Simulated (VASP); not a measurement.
# Al (Fm-3m) in VASP: notebook, part 2 of 2

VASP 6.6.1. Earlier steps stand in the parts before.

### 3 Relaxation of cell and atoms, PBE+D3(BJ)

This run uses another cell than the first one, of 16.50 Å³/atom, 1.045 times its volume.

Contents of INCAR:

```
SYSTEM = Al
  ALGO = Normal
  EDIFF = 1E-6
  EDIFFG = -0.005
  ENCUT = 600
  GGA = PE
  IBRION = 2
  ISIF = 3
  ISMEAR = 0
  IVDW = 12
  LASPH = .TRUE.
  LCHARG = .FALSE.
  LREAL = .FALSE.
  LWAVE = .FALSE.
  NELM = 100
  NSW = 70
  PREC = Accurate
  SIGMA = 0.1
```

Contents of KPOINTS:

```
k-points
0
G
  18 18 18
  0 0 0
```

Contents of POSCAR:

```
Al
1.0
    0.0000000000      2.0207284053      2.0207284053
    2.0207284053      0.0000000000      2.0207284053
    2.0207284053      2.0207284053      0.0000000000
Al
1
Direct
    0.0000000000      0.0000000000      0.0000000000
```

Potentials or basis: VASP PAW PBE potentials, release 64 (Al).

Started as:

```bash
> cat potpaw_PBE.64/Al/POTCAR > POTCAR
> mpirun -np 1 vasp_std > vasp.out
```

OUTCAR:

```text
SYSTEM = Al
   EDIFF = 1E-6
   EDIFFG = -0.005
   ENCUT = 600
   GGA = PE
   IBRION = 2
   ISIF = 3
   ISMEAR = 0
   IVDW = 12
   LASPH = .TRUE.
   LREAL = .FALSE.
   NELM = 100
   NSW = 70
   PREC = Accurate
 IVDW          = 12

 ion  position               nearest neighbor table
   1  0.000  0.000  0.000-

  LATTYP: Found a face centered cubic cell.
 ALAT       =     4.0414568106

  Lattice vectors:

 A1 = (   0.0000000000,   2.0207284053,   2.0207284053)
 A2 = (   2.0207284053,   0.0000000000,   2.0207284053)
 A3 = (   2.0207284053,   2.0207284053,   0.0000000000)

Analysis of symmetry for initial positions (statically):
=====================================================================
 Subroutine PRICEL returns:
 Original cell was already a primitive cell.

 Routine SETGRP: Setting up the symmetry group for a
 face centered cubic supercell.

 Subroutine GETGRP returns: Found 48 space group operations
 (whereof 48 operations were pure point group operations)
 out of a pool of 48 trial point group operations.

The static configuration has the point symmetry O_h .

Analysis of symmetry for dynamics (positions and initial velocities):
=====================================================================
 Subroutine PRICEL returns:
 Original cell was already a primitive cell.

 Routine SETGRP: Setting up the symmetry group for a
 face centered cubic supercell.

 Subroutine GETGRP returns: Found 48 space group operations
 (whereof 48 operations were pure point group operations)
 out of a pool of 48 trial point group operations.

The dynamic configuration has the point symmetry O_h .

 Subroutine INISYM returns: Found 48 space group operations
 (whereof 48 operations are pure point group operations),
 and found     1 'primitive' translations

----------------------------------------------------------------------------------------

                                     Primitive cell

  volume of cell :      16.5027

  direct lattice vectors                    reciprocal lattice vectors
[... 91 lines left out ...]
   ISIF   =      3    stress and relaxation
   ISYM   =      2    0-nonsym 1-usesym 2-fastsym
   POTIM  = 0.5000    time-step for ionic-motion
   TEBEG  =    0.0;   TEEND  =   0.0 temperature during run
   PSTRESS=    0.0 pullay stress
   NELECT =       3.0000    total number of electrons
   NUPDOWN=      -1.0000    fix difference up-down
   EMIN   =  10.00;   EMAX   =-10.00  energy-range for DOS
   EFERMI =   0.00;   METHOD = LEGACY
   ISMEAR =     0;   SIGMA  =   0.10  broadening in eV -4-tet -1-fermi 0-gaus
   EFERMI_NEDOS =   21; number of points for ismear=-14 and -15
   IALGO  =     38    algorithm
   IMIX   =      4    mixing-type and parameters
     AMIX     =   0.40;   BMIX     =  1.00
     AMIX_MAG =   1.60;   BMIX_MAG =  1.00
  volume/ion in A,a.u.               =      16.50       111.37
  Fermi-wavevector in a.u.,A,eV,Ry     =   0.927393  1.752519 11.701805  0.860058
  Thomas-Fermi vector in A             =   2.053458
   LORBIT       =      0    0 simple, 1 ext, 2 COOP (PROOUT), +10 PAW based schemes
   GGA     = PE    functional components
   LHFCALC =     F    Hartree Fock is set to
   AEXX    =    0.0000 exact exchange contribution
   IVDW    =    12    specifies the selected vdW correction
   LEPSILON=     F    determine dielectric tensor
   LRPA    =     F    only Hartree local field effects (RPA)
 conjugate gradient relaxation of ions
 non-spin polarized calculation
 Gauss-broadening in eV      SIGMA  =   0.10
  energy-cutoff  :      600.00
  volume of cell :       16.50
 maximum number of plane-waves:       568
   NGX = 11   NGY = 11   NGZ = 11

--------------------------------------- Ionic step        1  -------------------------------------------

 number of electron       3.0000000 magnetization

 Free energy of the ion-electron system (eV)
  ---------------------------------------------------
  ext. energy  EPLUGINS =         0.00000000
  ---------------------------------------------------
  free energy    TOTEN  =        -3.74460370 eV

  energy without entropy =       -3.74168037  energy(sigma->0) =       -3.74314204

------------------------ aborting loop because EDIFF is reached ----------------------------------------

 Edisp (eV)   -0.33627

 E8    (eV) :    -0.1504
[... 69 lines left out ...]
--------------------------------------- Ionic step        3  -------------------------------------------

 number of electron       3.0000000 magnetization

 Free energy of the ion-electron system (eV)
  ---------------------------------------------------
  ext. energy  EPLUGINS =         0.00000000
  ---------------------------------------------------
  free energy    TOTEN  =        -3.73664779 eV

  energy without entropy =       -3.73371126  energy(sigma->0) =       -3.73517953

 E-fermi :   8.4689     XC(G=0): -10.3591

 val. band max:        8.4679677049   @ k =  -0.4444   0.3333   0.1111
 cond. band min:       8.4937986277   @ k =  -0.2222   0.3889   0.1667
 fundamental gap:      0.0258309228
 Fermi energy:         8.4688743943

 k-point     1 :       0.0000    0.0000    0.0000
  band No.  band energies     occupation
      1      -2.9729      2.00000
      2      21.3432      0.00000
      3      21.3432      0.00000
      4      21.3432      0.00000
      5      23.1794      0.00000
[... 177 lines left out ...]
 k-point    24 :      -0.2222    0.0556    0.0000
  band No.  band energies     occupation
      1      -1.2832      2.00000
      2      12.4145      0.00000
      3      18.0400      0.00000
      4      20.9649      0.00000
      5      22.7630      0.00000

 [... further k-points ...]

------------------------ aborting loop because EDIFF is reached ----------------------------------------

 Edisp (eV)   -0.35230

 E8    (eV) :    -0.1576
[... 24 lines left out ...]
  FREE ENERGIE OF THE ION-ELECTRON SYSTEM (eV)
  ---------------------------------------------------
  free  energy   TOTEN  =        -4.0889509169 eV

  energy  without entropy=       -4.0860143879  energy(sigma->0) =       -4.08748265

 reached required accuracy - stopping structural energy minimisation
```

It took 14 s on 1 thread of Intel Xeon 6975P-C, shared host; peak memory 0.15 GiB.

What came out:

* Free energy: -4.0890 eV
* Relaxed volume: 15.78 Å³/atom
* Relaxed cell: a = 2.815 Å, b = 2.815 Å, c = 2.815 Å, α = 60.00°, β = 60.00°, γ = 60.00°
* Space group after relaxing (to 0.05 Å): Fm-3m (No. 225)
* Energy gained by relaxing: 8.1 meV/atom
* Ionic steps: 3
* Pressure after relaxing: 0.0 GPa
* Dispersion energy per atom: -0.352 eV

The path:
| step | energy change (eV) | largest force (eV/Å) | pressure (GPa) | volume (Å³) |
| --- | --- | --- | --- | --- |
| 1 | 0.0000 | 0.0000 | -3.43 | 16.50 |
| 2 | -0.0079 | 0.0000 | 0.60 | 15.67 |
| 3 | -0.0081 | 0.0000 | 0.01 | 15.78 |

Final structure:
```cif
data_structure
_symmetry_space_group_name_H-M 'P 1'
_symmetry_Int_Tables_number 1
_cell_length_a 2.8154
_cell_length_b 2.8154
_cell_length_c 2.8154
_cell_angle_alpha 60.000
_cell_angle_beta 60.000
_cell_angle_gamma 60.000
_cell_volume 15.78
loop_
_atom_site_label
_atom_site_type_symbol
_atom_site_fract_x
_atom_site_fract_y
_atom_site_fract_z
_atom_site_occupancy
Al1 Al 0.00000 0.00000 0.00000 1
```

Caveat: pairwise dispersion overbinds metals, which lowers pressure and volume.
